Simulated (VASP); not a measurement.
# Ag (P-1) in VASP: single point with PBEsol-based global hybrid with 25 % exact exchange

Aim: the single point of Ag with PBEsol-based global hybrid with 25 % exact exchange.

Everything below comes from runs of VASP 6.6.1. Logs are shortened: lines on timing, memory, paths and dates and some standing lists are left out, and cuts for length are marked.

## Step 1: The cell of the first run

The typed cell holds 1 atom: a = 2.702 Å, b = 2.814 Å, c = 2.781 Å, α = 111.00°, β = 106.77°, γ = 105.90°.

## Step 2: Single point, PBEsol-based global hybrid with 25 % exact exchange

The input, POSCAR:

```
Ag
1.0
   -1.4646194103      1.5998693634      1.6118360715
    1.5950172068     -1.5645186521      1.7099867401
    1.5694712202      1.6696858505     -1.5764631221
Ag
1
Direct
    0.0000000000      0.0000000000      0.0000000000
```

The input, INCAR.step1:

```
SYSTEM = Ag
PREC = Accurate
ENCUT = 400
EDIFF = 1E-5
ISMEAR = -1
SIGMA = 0.05
LREAL = .FALSE.
LASPH = .TRUE.
NELM = 120
ALGO = Normal
ISIF = 2
LWAVE = .TRUE.
NBANDS = 12
GGA = PE
GGA_COMPAT = .FALSE.
```

The input, INCAR.step2:

```
SYSTEM = Ag
PREC = Accurate
ENCUT = 400
EDIFF = 1E-6
ISMEAR = -1
SIGMA = 0.05
LREAL = .FALSE.
LASPH = .TRUE.
NELM = 120
ALGO = Normal
ISIF = 2
LWAVE = .FALSE.
LCHARG = .TRUE.
GGA = PS
LHFCALC = .TRUE.
AEXX = 0.25
PRECFOCK = Normal
LELF = .TRUE.
LVHAR = .TRUE.
NBANDS = 12
ISTART = 1
GGA_COMPAT = .FALSE.
```

The input, KPOINTS:

```
regular mesh
0
G
  6 6 6
  0 0 0
```

Potentials or basis: VASP PAW PBE potentials, release 64 (Ag).

Launch:

```bash
> cat potpaw_PBE.64/Ag/POTCAR > POTCAR
> cp INCAR.step1 INCAR
> mpirun -np 1 vasp_std > vasp.out
> cp INCAR.step2 INCAR
> mpirun -np 1 vasp_std > vasp.out
```

OUTCAR:

```text
SYSTEM = Ag
   PREC = Accurate
   ENCUT = 400
   EDIFF = 1E-6
   ISMEAR = -1
   LREAL = .FALSE.
   LASPH = .TRUE.
   NELM = 120
   ISIF = 2
   GGA = PS
   LHFCALC = .TRUE.
   AEXX = 0.25
   PRECFOCK = Normal
   ISTART = 1

 ion  position               nearest neighbor table
   1  0.000  0.000  0.000-

  LATTYP: Found a triclinic cell.
 ALAT       =     7.0767060427
 B/A-ratio  =     0.3930395424
 C/A-ratio  =     0.6749681238
 COS(alpha) =     0.0031143713
 COS(beta)  =     0.3262181507
 COS(gamma) =     0.9285677894

  Lattice vectors:

 A1 = (   1.5439252336,   4.9038903531,  -4.8629129843)
 A2 = (   1.5694712202,   1.6696858505,  -1.5764631221)
 A3 = (  -3.2948862235,  -0.1405179097,  -3.4553464296)

Analysis of symmetry for initial positions (statically):
=====================================================================
 Subroutine PRICEL returns:
 Original cell was already a primitive cell.

 Routine SETGRP: Setting up the symmetry group for a
 triclinic supercell.

 Subroutine GETGRP returns: Found  2 space group operations
 (whereof  2 operations were pure point group operations)
 out of a pool of  2 trial point group operations.

The static configuration has the point symmetry S_2 .

Analysis of symmetry for dynamics (positions and initial velocities):
=====================================================================
 Subroutine PRICEL returns:
 Original cell was already a primitive cell.

 Routine SETGRP: Setting up the symmetry group for a
 triclinic supercell.

 Subroutine GETGRP returns: Found  2 space group operations
 (whereof  2 operations were pure point group operations)
 out of a pool of  2 trial point group operations.

The dynamic configuration has the point symmetry S_2 .

 Subroutine INISYM returns: Found  2 space group operations
 (whereof  2 operations are pure point group operations),
 and found     1 'primitive' translations

----------------------------------------------------------------------------------------

                                     Primitive cell

  volume of cell :      17.1363

  direct lattice vectors                    reciprocal lattice vectors
    -1.464619410  1.599869363  1.611836071    -0.022684865  0.303347862  0.298701812
     1.595017207 -1.564518652  1.709986740     0.304231026 -0.012885617  0.289234109
     1.569471220  1.669685851 -1.576463122     0.306804980  0.296177428 -0.015195505

  length of vectors
     2.702352220  2.813512601  2.781425305     0.426330038  0.419974911  0.426709817

  position of ions in fractional coordinates (direct lattice)
     0.000000000  0.000000000  0.000000000

  ion indices of the primitive-cell ions
   primitive index   ion index
                 1           1

----------------------------------------------------------------------------------------

 KPOINTS: regular mesh

Automatic generation of k-mesh.
 Grid dimensions read from file:
 generate k-points for:    6    6    6

 Generating k-lattice:

  Cartesian coordinates                     Fractional coordinates (reciprocal lattice)
    -0.003780811  0.050557977  0.049783635     0.166666667  0.000000000 -0.000000000
     0.050705171 -0.002147603  0.048205685    -0.000000000  0.166666667  0.000000000
     0.051134163  0.049362905 -0.002532584     0.000000000 -0.000000000  0.166666667

  Length of vectors
     0.071055006  0.069995818  0.071118303

  Shift w.r.t. Gamma in fractional coordinates (k-lattice)
     0.000000000  0.000000000  0.000000000

 Subroutine IBZKPT returns following result:
 ===========================================

 Found    112 irreducible k-points:

 Following reciprocal coordinates:
            Coordinates               Weight
  0.000000  0.000000  0.000000      1.000000
  0.166667  0.000000 -0.000000      2.000000
  0.333333  0.000000 -0.000000      2.000000
  0.500000  0.000000  0.000000      1.000000
 -0.000000  0.166667  0.000000      2.000000
  0.166667  0.166667  0.000000      2.000000
[... 16 lines left out ...]
  0.333333 -0.000000  0.166667      2.000000
  0.500000  0.000000  0.166667      2.000000
 [... further k-points ...]
   k-points           NKPTS =    112   k-points in BZ     NKDIM =    216   number of bands    NBANDS=     12
   number of dos      NEDOS =    301   number of ions     NIONS =      1
   total plane-waves  NPLWV =   5832
   dimension x,y,z NGX =    18 NGY =   18 NGZ =   18
   dimension x,y,z NGXF=    36 NGYF=   36 NGZF=   36
   ions per type =               1
   NGX,Y,Z   is equivalent  to a cutoff of  11.07, 10.64, 10.76 a.u.
   NGXF,Y,Z  is equivalent  to a cutoff of  22.15, 21.27, 21.52 a.u.
 SYSTEM =  Ag
   PREC   = accura    normal or accurate (medium, high low for compatibility)
   ISTART =      1    job   : 0-new  1-cont  2-samecut
   ICHARG =      0    charge: 1-file 2-atom 10-const
   ISPIN  =      1    spin polarized calculation?
   LNONCOLLINEAR =      F non collinear calculations
   LSORBIT =      F    spin-orbit coupling
   LASPH  =      T    aspherical Exc in radial PAW
   ENCUT  =  400.0 eV  29.40 Ry    5.42 a.u.   4.41  4.59  4.54*2*pi/ulx,y,z
   NELM   =    120;   NELMIN=  2; NELMDL=  0     # of ELM steps
   EDIFF  = 0.1E-05   stopping-criterion for ELM
   LREAL  =      F    real-space projection
   EDIFFG = 0.1E-04   stopping-criterion for IOM
   NSW    =      0    number of steps for IOM
   IBRION =     -1    ionic relax: 0-MD 1-quasi-New 2-CG
   NFREE  =      0    steps in history (QN), initial steepest desc. (CG)
   ISIF   =      2    stress and relaxation
   ISYM   =      3    0-nonsym 1-usesym 2-fastsym
   POTIM  = 0.5000    time-step for ionic-motion
   TEBEG  =    0.0;   TEEND  =   0.0 temperature during run
   PSTRESS=    0.0 pullay stress
   NELECT =      11.0000    total number of electrons
   NUPDOWN=      -1.0000    fix difference up-down
   EMIN   =  10.00;   EMAX   =-10.00  energy-range for DOS
   EFERMI =   0.00;   METHOD = LEGACY
   ISMEAR =    -1;   SIGMA  =   0.05  broadening in eV -4-tet -1-fermi 0-gaus
   EFERMI_NEDOS =   21; number of points for ismear=-14 and -15
   IALGO  =     38    algorithm
   IMIX   =      1    mixing-type and parameters
     AMIX     =   0.40;   BMIX     =  1.00
     AMIX_MAG =   1.60;   BMIX_MAG =  1.00
  volume/ion in A,a.u.               =      17.14       115.64
  Fermi-wavevector in a.u.,A,eV,Ry     =   1.412212  2.668694 27.134695  1.994344
  Thomas-Fermi vector in A             =   2.533984
   LORBIT       =      0    0 simple, 1 ext, 2 COOP (PROOUT), +10 PAW based schemes
   GGA     = PS    functional components
   LHFCALC =     T    Hartree Fock is set to
   PRECFOCK=normal    Normal, Fast or Accurate (Low or Medium for compatibility)
   ENCUT4O =  -1.0   cutoff for four orbital integrals eV
   NKREDX  =     1    reduce k-point grid by
   NKREDY  =     1    reduce k-point grid by
   NKREDZ  =     1    reduce k-point grid by
   AEXX    =    0.2500 exact exchange contribution
   HFSCREEN=    0.0000 screening length (either q_TF or 0.3 A-1)
   HFSCREENC=   0.0000 screening length for correlation (either q_TF or 0.3 A-1)
   ENCUTFOCK=  -1.0 apply spherical cutoff to Coloumb kernel
   IVDW    =     0    specifies the selected vdW correction
   LEPSILON=     F    determine dielectric tensor
   LRPA    =     F    only Hartree local field effects (RPA)
 non-spin polarized calculation
  energy-cutoff  :      400.00
  volume of cell :       17.14
 maximum number of plane-waves:       324
 NGX is ok and might be reduce to    18
  NGX = 14; NGY = 14; NGZ = 14

 number of electron      11.0000006 magnetization

 Free energy of the ion-electron system (eV)
  ---------------------------------------------------
  ext. energy  EPLUGINS =         0.00000000
  ---------------------------------------------------
  free energy    TOTEN  =        -3.38420510 eV

  energy without entropy =       -3.38354528  energy(sigma->0) =       -3.38387519

 E-fermi :   8.1297     XC(G=0):  -9.6825

 val. band max:        7.7503777873   @ k =  -0.0000   0.1667   0.5000
 cond. band min:       8.1299352830   @ k =  -0.0000   0.3333   0.5000
 fundamental gap:      0.3795574958
 Fermi energy:         8.1297222028

 k-point     1 :       0.0000    0.0000    0.0000
  band No.  band energies     occupation
      1      -1.0735      2.00000
      2       0.9053      2.00000
      3       1.3353      2.00000
      4       1.8613      2.00000
      5       2.7222      2.00000
      6       2.9667      2.00000
      7      26.4599      0.00000
      8      26.9421      0.00000
      9      28.4894      0.00000
     10      32.4699      0.00000
     11      33.4478      0.00000
     12      33.7160      0.00000

 k-point     2 :       0.1667    0.0000   -0.0000
  band No.  band energies     occupation
      1      -0.1978      2.00000
      2       1.1839      2.00000
      3       1.2683      2.00000
      4       2.1784      2.00000
      5       2.5440      2.00000
      6       2.9124      2.00000
      7      23.9460      0.00000
      8      26.2540      0.00000
      9      28.9825      0.00000
     10      29.5256      0.00000
     11      31.2161      0.00000
     12      32.4846      0.00000

 k-point     3 :       0.3333    0.0000   -0.0000
  band No.  band energies     occupation
      1       0.1668      2.00000
      2       0.8613      2.00000
      3       2.5394      2.00000
      4       2.8811      2.00000
      5       3.1906      2.00000
      6       3.9009      2.00000
      7      17.3727      0.00000
      8      24.2937      0.00000
      9      26.7050      0.00000
     10      29.7728      0.00000
     11      31.3816      0.00000
     12      33.9634      0.00000
[... 286 lines left out ...]
 k-point    23 :       0.3333   -0.0000    0.1667
  band No.  band energies     occupation
      1       0.3976      2.00000
      2       0.8985      2.00000
      3       2.2753      2.00000
      4       2.5901      2.00000
      5       3.1898      2.00000
      6       7.2489      2.00000
      7      15.2497      0.00000
      8      20.4122      0.00000
      9      24.1095      0.00000
     10      30.4973      0.00000
     11      32.5475      0.00000
     12      36.1111      0.00000

 k-point    24 :       0.5000    0.0000    0.1667
  band No.  band energies     occupation
      1       0.4025      2.00000
      2       0.8557      2.00000
      3       2.2811      2.00000
      4       2.6382      2.00000
      5       3.1568      2.00000
      6       8.7687      0.00001
      7      14.3418      0.00000
      8      20.9123      0.00000
      9      24.4196      0.00000
     10      30.0748      0.00000
     11      32.9034      0.00000
     12      35.4827      0.00000

 [... further k-points ...]

------------------------ aborting loop because EDIFF is reached ----------------------------------------

  FORCE on cell =-STRESS in cart. coord.  units (eV):
  Direction    XX          YY          ZZ          XY          YZ          ZX
  --------------------------------------------------------------------------------------
  -------------------------------------------------------------------------------------
  Total       -0.1150090     -0.0172763     -0.0615233      0.0603461     -0.0382568     -0.0599971
  in kB      -10.7528907     -1.6152679     -5.7521876      5.6421217     -3.5768653     -5.6094968
  external PRESSURE =      -6.0401154 kB  Pullay stress =       0.0000000 kB

 VOLUME and BASIS-vectors are now :
 -----------------------------------------------------------------------------
  energy-cutoff  :      400.00
  volume of cell :       17.14
      direct lattice vectors                 reciprocal lattice vectors
    -1.464619410  1.599869363  1.611836071    -0.022684865  0.303347862  0.298701812
     1.595017207 -1.564518652  1.709986740     0.304231026 -0.012885617  0.289234109
     1.569471220  1.669685851 -1.576463122     0.306804980  0.296177428 -0.015195505

 POSITION                                       TOTAL-FORCE (eV/Angst)
 -----------------------------------------------------------------------------------
      0.00000      0.00000      0.00000        -0.000000     -0.000000      0.000000
 -----------------------------------------------------------------------------------
    total drift:                                0.000000      0.000000      0.000000

  FREE ENERGIE OF THE ION-ELECTRON SYSTEM (eV)
  ---------------------------------------------------
  free  energy   TOTEN  =        -3.3842051038 eV

  energy  without entropy=       -3.3835452761  energy(sigma->0) =       -3.38387519
```

It took 28 min on 1 thread of Oxide Virtual Turin-like, shared host; peak memory 0.1 GiB.

What came out:

```
Free energy            : -3.3842 eV
Pressure               : -0.6 GPa
Band gap on the k mesh : zero (an odd number of electrons rules out a gap without spin polarisation)
```

Caveat: the k points lie up to 0.45 Å⁻¹ apart, too coarse for converged energies and pressures of a metal; the PAW data sets were made with another functional, which shifts forces and pressure a little.

The gap in the log of VASP goes by the Fermi energy; the results here count the filled bands.